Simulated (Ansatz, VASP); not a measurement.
# Two plane-wave programs on AlN

```
CELL_PARAMETERS angstrom
1.76567 -5.46468 0.00000
1.76567 5.46468 0.00000
-0.57023 0.00000 4.97942
ATOMIC_POSITIONS crystal
Al 0.62443 0.57180 0.25398
Al 0.42820 0.37557 0.74602
Al 0.81690 0.18310 0.50000
N 0.64963 0.35037 0.50000
N 0.09278 0.90722 0.50000
N 0.38805 0.61195 0.50000
```

Alike in both runs: task single point; functional PBE; k mesh 6 × 6 × 4; occupations gaussian, width 0.1 eV; collinear spin.

|  | VASP | Ansatz |
| --- | --- | --- |
| version | VASP 6.6.1 | Ansatz 0.2.0 |
| potentials or method | VASP PAW PBE potentials, release 64 (Al, N), cutoff 520 eV | scalar-relativistic, plane waves, PAW |
| valence electrons in the cell | 24 | 24 |

Ansatz gave:

* gap on the k mesh at the Fermi level (eV): none
* pressure (GPa): 0.0
* traceless stress, the component that is largest in VASP (GPa): -0.14
* rms of the force components (eV/Å): 0.010
* net moment per atom (μB): 0.01

Question: What did VASP give for the same quantities?

Answer: gap on the k mesh at the Fermi level (eV): none; pressure (GPa): -0.1; traceless stress, the component that is largest in VASP (GPa): -0.13; rms of the force components (eV/Å): 0.009; net moment per atom (μB): 0.01.

Atom by atom the forces differ by 0.005 eV/Å (rms over components). A gap of «none» marks a metal or a gap that the smearing closes. Ansatz's warnings: seeded moment not kept.
